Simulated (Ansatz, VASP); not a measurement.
## CaB5 in VASP and in Ansatz

```
Ca B
1.0
     4.47031    0.00000    0.00000
    -2.23515    3.87140    0.00000
     0.00000    0.00000    2.92119
Ca B
1 5
Direct
  0.00000 0.00000 0.50000
  0.00000 0.50001 0.00000
  0.50001 0.00000 0.00000
  0.49999 0.49999 0.00000
  0.66667 0.33333 0.50000
  0.33333 0.66667 0.50000
```

Change from the starting cell: species swapped into the LiMg5 type (P-62m, No. 189).

Alike in both runs: functional PBE; k mesh 6 × 6 × 4; occupations gaussian, width 0.1 eV; no spin polarisation.

Ansatz relaxed the structure, and its values are those at the end. VASP's run is a single point on that final structure, the one shown.

|  | VASP | Ansatz |
| --- | --- | --- |
| version | VASP 6.6.1 | Ansatz 0.2.0 |
| potentials or method | VASP PAW PBE potentials, release 64 (Ca_sv, B), cutoff 520 eV | scalar-relativistic, plane waves, PAW |
| valence electrons in the cell | 25 | 25 |

```csv
,VASP,Ansatz,Ansatz less VASP
gap on the k mesh at the Fermi level (eV),none,none,-
pressure (GPa),0.3,-0.1,-0.42
```

A gap of «none» marks a metal or a gap that the smearing closes. With one functional, cell and mesh, what is left measures potentials, basis and numerics.

The k mesh is coarse, so the values compare programs but aren't converged.
